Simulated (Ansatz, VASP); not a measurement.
**MgO in VASP and in Ansatz**

```xyz
2
Lattice="0.0000 2.1267 2.1267 2.1267 0.0000 2.1267 2.1267 2.1267 0.0000" Properties=species:S:1:pos:R:3 pbc="T T T"
Mg    0.0000    0.0000    0.0000
O     2.1267    2.1267    2.1267
```

Alike in both runs: functional PBE; k mesh 8 × 8 × 8; occupations gaussian, width 0.1 eV; no spin polarisation.

Ansatz relaxed the structure, and its values are those at the end. VASP's run is a single point on that final structure, the one shown.

```csv
,VASP,Ansatz
version,VASP 6.6.1,Ansatz 0.2.0
potentials or method,"VASP PAW PBE potentials, release 64 (Mg, O), cutoff 600 eV","scalar-relativistic, plane waves, PAW"
valence electrons in the cell,8,16
```

Ansatz gave:

| Property | Result |
| --- | --- |
| gap on the k mesh at the Fermi level (eV) | 4.46 |
| least direct gap on the mesh (eV) | 4.46 |
| pressure (GPa) | 0.0 |

**Question.** What did VASP give for the same quantities?

**Answer.** gap on the k mesh at the Fermi level (eV): 4.45; least direct gap on the mesh (eV): 4.45; pressure (GPa): -1.0.

The functional is the same, so the differences come from potentials, cutoffs and numerics. VASP's potentials hold 8 valence electrons a cell and Ansatz's 16, so a difference there can come from the potentials and not from the codes.
